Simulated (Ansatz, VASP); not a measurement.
## MoSe: VASP beside Ansatz

```
Mo Se
1.0
     0.00000    2.84052    2.84052
     2.84052    0.00000    2.84052
     2.84052    2.84052    0.00000
Mo Se
1 1
Cartesian
  0.0000 0.0000 0.0000
  1.4203 1.4203 1.4203
```

Alike in both runs: task single point; functional r2SCAN; k mesh 10 × 10 × 10; occupations gaussian, width 0.05 eV; collinear spin.

|  | VASP | Ansatz |
| --- | --- | --- |
| version | VASP 6.6.1 | Ansatz 0.2.0 |
| potentials or method | VASP PAW PBE potentials, release 64 (Mo_sv, Se), cutoff 520 eV | scalar-relativistic, plane waves, PAW |
| valence electrons in the cell | 20 | 30 |

Ansatz gave:

* gap on the k mesh at the Fermi level (eV): none
* pressure (GPa): -1.0
* net moment per atom (μB): 0.64
* size of the moment on the site where the two differ most (μB): 0.94

**Question.** Estimate VASP's values.

**Answer.** gap on the k mesh at the Fermi level (eV): none; pressure (GPa): -0.9; net moment per atom (μB): 0.64; size of the moment on the site where the two differ most (μB): 1.18.

VASP's potentials were made for PBE, not for r2SCAN. Site moments also hang on the region over which each program counts them. A gap of «none» marks a metal or a gap that the smearing closes. With one functional, cell and mesh, what is left measures potentials, basis and numerics. VASP's potentials hold 20 valence electrons a cell and Ansatz's 30, so a difference there can come from the potentials and not from the codes. Ansatz's warnings: stability check not made.
